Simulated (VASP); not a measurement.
Write the native input for VASP 6.6.1 that does the following.

```
Task                   : single point
Functional             : PBE
Potentials or basis    : VASP PAW PBE potentials, release 64 (Os)
Cutoff                 : 520 eV
k mesh                 : 10 × 10 × 13
Occupations            : fermi-dirac, width 0.1 eV
Spin                   : no spin polarisation
Dipole correction      : no
Further INCAR settings : ALGO = Normal; EDIFF = 1e-07; NBANDS = 19
```

The structure of Os lies in POSCAR:

```
Os
1.0
    4.1434711269      0.0000000000      0.0000000000
   -2.0717355634      3.5883512557      0.0000000000
    0.0000000000      0.0000000000      2.6075655883
Os
3
Direct
    1.0000000000      1.0000000000      1.0000000000
    0.3333333333      0.6666666667      0.5000000000
    0.6666666667      0.3333333333      0.5000000000
```

This isn't the form of Os at room conditions, which is hcp.

The input as run:

INCAR

```
SYSTEM = Os
PREC     = Accurate       ! precision mode
ENCUT    = 520            ! plane-wave cutoff, eV
EDIFF    = 1E-7           ! SCF threshold, eV
ISMEAR   = -1             ! smearing method
SIGMA    = 0.1            ! smearing width, eV
LREAL    = .False.        ! projectors in reciprocal space
LASPH    = .True.         ! aspherical terms in the spheres
NELM     = 80             ! most SCF steps
ALGO     = Normal         ! electronic algorithm
ISIF     = 2              ! what is computed and relaxed
LWAVE    = .False.        ! write WAVECAR
LCHARG   = .True.         ! write CHGCAR
GGA      = PE             ! functional
LELF     = .True.         ! ELF
LVHAR    = .True.       
NBANDS   = 19             ! bands
```

KPOINTS

```
Automatic mesh
0
Gamma
  10 10 13
  0 0 0
```

Potentials or basis: VASP PAW PBE potentials, release 64 (Os).

Run with:

```sh
$ cat potpaw_PBE.64/Os/POTCAR > POTCAR
$ mpirun -np 1 vasp_std > vasp.out
```

It gave:

```yaml
Pressure: 65.3 GPa
Band_gap_on_the_k_mesh: zero (bands 12 and 13 overlap by 3.07 eV)
```

Caveat: the stress differs along the axes, from 60 to 68 GPa; spin-orbit coupling is left out, which moves the levels of the heavy elements.

Run time: 46 s on 1 thread of AMD EPYC 9R45 96-Core Processor (Zen 5) (shared host), peak memory 0.17 GiB.
